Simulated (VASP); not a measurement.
BeS, 2 atoms in the cell. Symmetry: F-43m, No. 216, cubic system. Conventional cell: a = 4.868 Å, b = 4.868 Å, c = 4.868 Å, α = 90.00°, β = 90.00°, γ = 90.00°. Be (site symmetry -43m) has 4 S at 2.11 Å within 2.8 Å. Within 2.8 Å of S (site symmetry -43m) lie 4 Be at 2.11 Å. 

| Quantity | Value |
| --- | --- |
| Program | VASP 6.6.1 |
| Task | relaxation of cell and atoms |
| Functional | r2SCAN |
| Potentials or basis | VASP PAW PBE potentials, release 64 (Be, S) |
| Cutoff | 600 eV |
| k mesh | 8 × 8 × 8 |
| Occupations | gaussian, width 0.01 eV |
| Spin | no spin polarisation |
| Target pressure | 4 GPa |
| Dipole correction | no |
| Further INCAR settings | ALGO = Normal; EDIFF = 1e-06; IBRION = 2; EDIFFG = -0.002; NSW = 100; ISIF = 3 |

Potentials or basis: VASP PAW PBE potentials, release 64 (Be, S).

Launch:

```sh
$ cat potpaw_PBE.64/Be/POTCAR potpaw_PBE.64/S/POTCAR > POTCAR
$ cp INCAR.step1 INCAR
$ mpirun -np 1 vasp_std > vasp.out
$ cp INCAR.step2 INCAR
$ mpirun -np 1 vasp_std > vasp.out
```

Hardware: 1 thread of Intel(R) Xeon(R) 6975P-C (Granite Rapids), with other jobs on the host.

Problem. How long does it take, and how much memory?

Solution. Wall time 3.5 min on 1 thread of Intel(R) Xeon(R) 6975P-C (Granite Rapids), on a shared host, peak memory 0.16 GiB. Counts: k points 29, ion steps 19.
